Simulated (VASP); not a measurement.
# Si in VASP: notebook

The runs below take Si through single point, with PBE.

All numbers are computed with VASP 6.6.1; they aren't measurements. Logs are shortened: lines on timing, memory, paths and dates and some standing lists are left out, and cuts for length are marked.

## Step 1: The cell of the first run

The cell holds a slab with vacuum, 4 atoms: a = 3.869 Å, b = 5.471 Å, c = 17.934 Å, α = 90.00°, β = 90.00°, γ = 90.00°.

## Step 2: Single point, PBE

Contents of INCAR:

```
ALGO     = Normal         # electronic algorithm
DIPOL    = 0.5 0.5 0.500
EDIFF    = 1E-6           # SCF threshold, eV
ENCUT    = 520            # plane-wave cutoff, eV
GGA      = PE             # functional
IDIPOL   = 3            
ISIF     = 2              # what is computed and relaxed
ISMEAR   = -1             # smearing method
LASPH    = T              # aspherical terms in the spheres
LCHARG   = F              # write CHGCAR
LDIPOL   = T            
LREAL    = F              # projectors in reciprocal space
LWAVE    = F              # write WAVECAR
NBANDS   = 16             # bands
NELM     = 80             # most SCF steps
PREC     = Accurate       # precision mode
SIGMA    = 0.02           # smearing width, eV
```

Contents of KPOINTS:

```
k-points
0
Gamma
  8 6 1
```

Contents of POSCAR:

```
Si
1.0
    3.8685410222      0.0000000000      0.0000000000
    0.0000000000      5.4709431802      0.0000000000
    0.0000000000      0.0000000000     17.9343000000
Si
4
Direct
    0.0000000000      0.3750000000      0.4460734316
    0.5000000000      0.1250000000      0.4460734316
    0.5000000000      0.8750000000      0.5539265684
    0.0000000000      0.6250000000      0.5539265684
```

Potentials or basis: VASP PAW PBE potentials, release 64 (Si).

Run with:

```bash
$ cat potpaw_PBE.64/Si/POTCAR > POTCAR
$ mpirun -np 1 vasp_std > vasp.out
```

OUTCAR:

```text
EDIFF = 1E-6
   ENCUT = 520
   GGA = PE
   ISIF = 2
   ISMEAR = -1
   LASPH = T
   LREAL = F
   NELM = 80
   PREC = Accurate

 ion  position               nearest neighbor table
   1  0.000  0.375  0.446-   2 2.37   2 2.37   4 2.37
   2  0.500  0.125  0.446-   1 2.37   1 2.37   3 2.37
   3  0.500  0.875  0.554-   4 2.37   4 2.37   2 2.37
   4  0.000  0.625  0.554-   3 2.37   3 2.37   1 2.37

  LATTYP: Found a simple orthorhombic cell.
 ALAT       =     3.8685410222
 B/A-ratio  =     1.4142135624
 C/A-ratio  =     4.6359337789

  Lattice vectors:

 A1 = (   3.8685410222,   0.0000000000,   0.0000000000)
 A2 = (   0.0000000000,   5.4709431802,   0.0000000000)
 A3 = (   0.0000000000,   0.0000000000,  17.9343000000)

Analysis of symmetry for initial positions (statically):
=====================================================================
 Subroutine PRICEL returns:
 Original cell was already a primitive cell.

 Routine SETGRP: Setting up the symmetry group for a
 simple orthorhombic supercell.

 Subroutine GETGRP returns: Found  8 space group operations
 (whereof  4 operations were pure point group operations)
 out of a pool of  8 trial point group operations.

The static configuration has the point symmetry C_2h.
 The point group associated with its full space group is D_2h.

Analysis of symmetry for dynamics (positions and initial velocities):
=====================================================================
 Subroutine PRICEL returns:
 Original cell was already a primitive cell.

 Routine SETGRP: Setting up the symmetry group for a
 simple orthorhombic supercell.

 Subroutine GETGRP returns: Found  8 space group operations
 (whereof  4 operations were pure point group operations)
 out of a pool of  8 trial point group operations.

The dynamic configuration has the point symmetry C_2h.
 The point group associated with its full space group is D_2h.

 Subroutine INISYM returns: Found  8 space group operations
 (whereof  4 operations are pure point group operations),
 and found     1 'primitive' translations

----------------------------------------------------------------------------------------

                                     Primitive cell

  volume of cell :     379.5717

  direct lattice vectors                    reciprocal lattice vectors
     3.868541022  0.000000000  0.000000000     0.258495385  0.000000000  0.000000000
     0.000000000  5.470943180  0.000000000     0.000000000  0.182783839  0.000000000
     0.000000000  0.000000000 17.934300000     0.000000000  0.000000000  0.055759076

  length of vectors
     3.868541022  5.470943180 17.934300000     0.258495385  0.182783839  0.055759076

  position of ions in fractional coordinates (direct lattice)
     0.000000000  0.375000000  0.446073432
     0.500000000  0.125000000  0.446073432
     0.500000000  0.875000000  0.553926568
     0.000000000  0.625000000  0.553926568

  ion indices of the primitive-cell ions
   primitive index   ion index
                 1           1
                 2           2
                 3           3
                 4           4

----------------------------------------------------------------------------------------

 KPOINTS: k-points

Automatic generation of k-mesh.
 Grid dimensions read from file:
 generate k-points for:    8    6    1

 Generating k-lattice:

  Cartesian coordinates                     Fractional coordinates (reciprocal lattice)
     0.032311923  0.000000000  0.000000000     0.125000000  0.000000000  0.000000000
     0.000000000  0.030463973  0.000000000     0.000000000  0.166666667  0.000000000
     0.000000000  0.000000000  0.055759076     0.000000000  0.000000000  1.000000000

  Length of vectors
     0.032311923  0.030463973  0.055759076

  Shift w.r.t. Gamma in fractional coordinates (k-lattice)
     0.000000000  0.000000000  0.000000000

 Subroutine IBZKPT returns following result:
 ===========================================

 Found     20 irreducible k-points:

 Following reciprocal coordinates:
            Coordinates               Weight
  0.000000  0.000000  0.000000      1.000000
  0.125000  0.000000  0.000000      2.000000
  0.250000  0.000000  0.000000      2.000000
  0.375000  0.000000  0.000000      2.000000
  0.500000  0.000000  0.000000      1.000000
  0.000000  0.166667  0.000000      2.000000
[... 12 lines left out ...]
  0.375000  0.500000  0.000000      2.000000
  0.500000  0.500000  0.000000      1.000000
   k-points           NKPTS =     20   k-points in BZ     NKDIM =     20   number of bands    NBANDS=     16
   number of dos      NEDOS =    301   number of ions     NIONS =      4
   total plane-waves  NPLWV = 176400
   dimension x,y,z NGX =    30 NGY =   42 NGZ =  140
   dimension x,y,z NGXF=    60 NGYF=   84 NGZF=  280
   ions per type =               4
   NGX,Y,Z   is equivalent  to a cutoff of  12.89, 12.76, 12.98 a.u.
   NGXF,Y,Z  is equivalent  to a cutoff of  25.78, 25.53, 25.96 a.u.
 SYSTEM =  unknown system
   PREC   = accura    normal or accurate (medium, high low for compatibility)
   ISTART =      0    job   : 0-new  1-cont  2-samecut
   ICHARG =      2    charge: 1-file 2-atom 10-const
   ISPIN  =      1    spin polarized calculation?
   LNONCOLLINEAR =      F non collinear calculations
   LSORBIT =      F    spin-orbit coupling
   LASPH  =      T    aspherical Exc in radial PAW
   ENCUT  =  520.0 eV  38.22 Ry    6.18 a.u.   7.19 10.17 33.35*2*pi/ulx,y,z
   NELM   =     80;   NELMIN=  2; NELMDL= -5     # of ELM steps
   EDIFF  = 0.1E-05   stopping-criterion for ELM
   LREAL  =      F    real-space projection
   EDIFFG = 0.1E-04   stopping-criterion for IOM
   NSW    =      0    number of steps for IOM
   IBRION =     -1    ionic relax: 0-MD 1-quasi-New 2-CG
   NFREE  =      0    steps in history (QN), initial steepest desc. (CG)
   ISIF   =      2    stress and relaxation
   ISYM   =      2    0-nonsym 1-usesym 2-fastsym
   POTIM  = 0.5000    time-step for ionic-motion
   TEBEG  =    0.0;   TEEND  =   0.0 temperature during run
   PSTRESS=    0.0 pullay stress
   NELECT =      16.0000    total number of electrons
   NUPDOWN=      -1.0000    fix difference up-down
   EMIN   =  10.00;   EMAX   =-10.00  energy-range for DOS
   EFERMI =   0.00;   METHOD = LEGACY
   ISMEAR =    -1;   SIGMA  =   0.02  broadening in eV -4-tet -1-fermi 0-gaus
   EFERMI_NEDOS =   21; number of points for ismear=-14 and -15
   IALGO  =     38    algorithm
   IMIX   =      4    mixing-type and parameters
     AMIX     =   0.40;   BMIX     =  1.00
     AMIX_MAG =   1.60;   BMIX_MAG =  1.00
  volume/ion in A,a.u.               =      94.89       640.37
  Fermi-wavevector in a.u.,A,eV,Ry     =   0.569749  1.076669  4.416640  0.324614
  Thomas-Fermi vector in A             =   1.609517
   LORBIT       =      0    0 simple, 1 ext, 2 COOP (PROOUT), +10 PAW based schemes
   GGA     = PE    functional components
   LHFCALC =     F    Hartree Fock is set to
   AEXX    =    0.0000 exact exchange contribution
   IVDW    =     0    specifies the selected vdW correction
   LEPSILON=     F    determine dielectric tensor
   LRPA    =     F    only Hartree local field effects (RPA)
 non-spin polarized calculation
  energy-cutoff  :      520.00
  volume of cell :      379.57
 maximum number of plane-waves:     10270
 NGX is ok and might be reduce to    30
   NGX = 15   NGY = 21   NGZ = 67

 dipolmoment           0.000000      0.000000      0.000000 electrons x Angstroem

 number of electron      16.0000000 magnetization

 dipolmoment           0.000000      0.000000     -0.000000 electrons x Angstroem

 Free energy of the ion-electron system (eV)
  ---------------------------------------------------
  ext. energy  EPLUGINS =         0.00000000
  ---------------------------------------------------
  free energy    TOTEN  =       -18.02104132 eV

  energy without entropy =      -18.01867734  energy(sigma->0) =      -18.01985933

 E-fermi :  -2.3613     XC(G=0):  -2.9382

 val. band max:       -2.4930781212   @ k =   0.3750   0.0000   0.0000
 cond. band min:      -2.3612802922   @ k =   0.1250   0.5000   0.0000
 fundamental gap:      0.1317978289
 Fermi energy:        -2.3613478024

 k-point     1 :       0.0000    0.0000    0.0000
  band No.  band energies     occupation
      1     -12.8976      2.00000
      2     -10.6963      2.00000
      3      -8.4106      2.00000
      4      -5.1075      2.00000
      5      -4.4305      2.00000
      6      -4.2418      2.00000
[... 8 lines left out ...]
     15       1.9193      0.00000
     16       2.0831      0.00000

 k-point     2 :       0.1250    0.0000    0.0000
  band No.  band energies     occupation
      1     -12.7606      2.00000
      2     -10.5515      2.00000
      3      -8.5032      2.00000
      4      -5.0173      2.00000
      5      -4.8657      2.00000
      6      -4.3952      2.00000
[... 8 lines left out ...]
     15       2.1396      0.00000
     16       2.2222      0.00000

 k-point     3 :       0.2500    0.0000    0.0000
  band No.  band energies     occupation
      1     -12.3540      2.00000
      2     -10.1190      2.00000
      3      -8.9431      2.00000
      4      -5.7585      2.00000
      5      -5.5392      2.00000
      6      -4.8004      2.00000
[... 8 lines left out ...]
     15       2.6062      0.00000
     16       2.7007      0.00000
[... 286 lines left out ...]
 k-point    19 :       0.3750    0.5000    0.0000
  band No.  band energies     occupation
      1     -10.9669      2.00000
      2     -10.9669      2.00000
      3      -8.3304      2.00000
      4      -8.3304      2.00000
      5      -5.1293      2.00000
      6      -5.1293      2.00000
[... 8 lines left out ...]
     15       3.3620      0.00000
     16       3.3620      0.00000

 k-point    20 :       0.5000    0.5000    0.0000
  band No.  band energies     occupation
      1     -10.5632      2.00000
      2     -10.5632      2.00000
      3      -8.9073      2.00000
      4      -8.9073      2.00000
      5      -4.6737      2.00000
      6      -4.6737      2.00000
[... 8 lines left out ...]
     15       2.8451      0.00000
     16       2.8451      0.00000

------------------------ aborting loop because EDIFF is reached ----------------------------------------

 vacuum level on the upper side and lower side of the slab       (xc-potential included)        -0.094        -0.094

  FORCE on cell =-STRESS in cart. coord.  units (eV):
  Direction    XX          YY          ZZ          XY          YZ          ZX
  --------------------------------------------------------------------------------------
  -------------------------------------------------------------------------------------
  Total       -0.6510986     -1.9303798     -2.0209404      0.0000000     -0.0000000      0.0000000
  in kB       -2.7482959     -8.1481592     -8.5304167      0.0000000     -0.0000000      0.0000000
  external PRESSURE =      -6.4756239 kB  Pullay stress =       0.0000000 kB

 VOLUME and BASIS-vectors are now :
 -----------------------------------------------------------------------------
  energy-cutoff  :      520.00
  volume of cell :      379.57
      direct lattice vectors                 reciprocal lattice vectors
     3.868541022  0.000000000  0.000000000     0.258495385  0.000000000  0.000000000
     0.000000000  5.470943180  0.000000000     0.000000000  0.182783839  0.000000000
     0.000000000  0.000000000 17.934300000     0.000000000  0.000000000  0.055759076

 POSITION                                       TOTAL-FORCE (eV/Angst)
 -----------------------------------------------------------------------------------
      0.00000      2.05160      8.00001         0.000000     -0.150386      0.520392
      1.93427      0.68387      8.00001         0.000000      0.150386      0.520392
      1.93427      4.78708      9.93429         0.000000     -0.150386     -0.520392
      0.00000      3.41934      9.93429         0.000000      0.150386     -0.520392
 -----------------------------------------------------------------------------------
    total drift:                               -0.000000     -0.000000      0.000000

  FREE ENERGIE OF THE ION-ELECTRON SYSTEM (eV)
  ---------------------------------------------------
  free  energy   TOTEN  =       -18.0210413174 eV

  energy  without entropy=      -18.0186773397  energy(sigma->0) =      -18.01985933

 vacuum level on the upper side and lower side of the slab         2.112         2.112
```

It took 2.3 min on 1 thread of Intel Xeon Platinum 8488C (Sapphire Rapids), shared host; peak memory 0.44 GiB.

What came out:

- Free energy: -18.0210 eV
- Largest force: 0.542 eV/Å
- Band gap on the k mesh: zero (band 8 reaches -2.36 eV, above the bottom of band 9 at -2.49 eV)

Forces in eV/Å, atoms in the order of the input:
```
Si   0.000 -0.150  0.520
Si   0.000  0.150  0.520
Si   0.000 -0.150 -0.520
Si   0.000  0.150 -0.520
```

Levels at points of the mesh, in eV from the Fermi level:
```tsv
k point	band 5	band 6	band 7	band 8	band 9	band 10	band 11	band 12
(0.00, 0.00, 0.00)	-2.07	-1.88	-1.56	-0.45	0.94	1.72	2.30	2.98
(0.50, 0.00, 0.00)	-2.71	-2.71	-0.59	-0.59	0.12	0.12	2.78	2.78
(0.00, 0.50, 0.00)	-1.25	-1.25	-0.25	-0.25	0.19	0.19	2.59	2.59
(0.50, 0.50, 0.00)	-2.31	-2.31	-1.72	-1.72	1.21	1.21	3.56	3.56
```

## Step 3: Single point, PBE

Contents of INCAR:

```
SYSTEM = Si
PREC = Accurate
ENCUT = 520
EDIFF = 1E-6
ISMEAR = -1
SIGMA = 0.02
LREAL = .False.
LASPH = .True.
NELM = 80
ALGO = Normal
ISIF = 2
LWAVE = .False.
LCHARG = .False.
LDIPOL = .True.
IDIPOL = 3
DIPOL = 0.5 0.5 0.500
GGA = PE
NBANDS = 16
```

Contents of KPOINTS:

```
regular mesh
0
Gamma
  8 6 1
  0 0 0
```

Contents of POSCAR:

```
Si
1.0
    3.8685410222      0.0000000000      0.0000000000
    0.0000000000      5.4709431802      0.0000000000
    0.0000000000      0.0000000000     17.9343000000
Si
4
Direct
    0.0000000000      0.3665610050      0.4518735959
    0.5000000000      0.1334389950      0.4518735959
    0.5000000000      0.8665609134      0.5481264041
    0.0000000000      0.6334390866      0.5481264041
```

Potentials or basis: VASP PAW PBE potentials, release 64 (Si).

Run with:

```bash
$ cat potpaw_PBE.64/Si/POTCAR > POTCAR
$ mpirun -np 1 vasp_std > vasp.out
```

It took 2.3 min on 1 thread of Intel Xeon Platinum 8488C (Sapphire Rapids), shared host; peak memory 0.45 GiB.

It converged, with:

```
Free energy            : -18.1570 eV
Largest force          : 0.006 eV/Å
Band gap on the k mesh : zero (band 8 reaches -2.41 eV, above the bottom of band 9 at -2.50 eV)
```

Forces in eV/Å, atoms in the order of the input:
```
Si   0.000 -0.003  0.006
Si   0.000  0.003  0.006
Si   0.000 -0.003 -0.006
Si   0.000  0.003 -0.006
```

Levels at points of the mesh, in eV from the Fermi level:
```
           k point  band 4  band 5  band 6  band 7  band 8  band 9  band 10  band 11  band 12  band 13
(0.00, 0.00, 0.00)   -2.69   -2.26   -2.24   -1.08   -0.65    1.16     1.43     2.76     2.91     3.66
(0.50, 0.00, 0.00)   -6.08   -2.99   -2.99   -0.61   -0.61    0.27     0.27     3.05     3.05     4.74
(0.00, 0.50, 0.00)   -4.66   -1.57   -1.57   -0.32   -0.32    0.47     0.47     2.47     2.47     4.98
(0.50, 0.50, 0.00)   -6.72   -2.38   -2.38   -1.62   -1.62    1.54     1.54     3.77     3.77     4.84
```
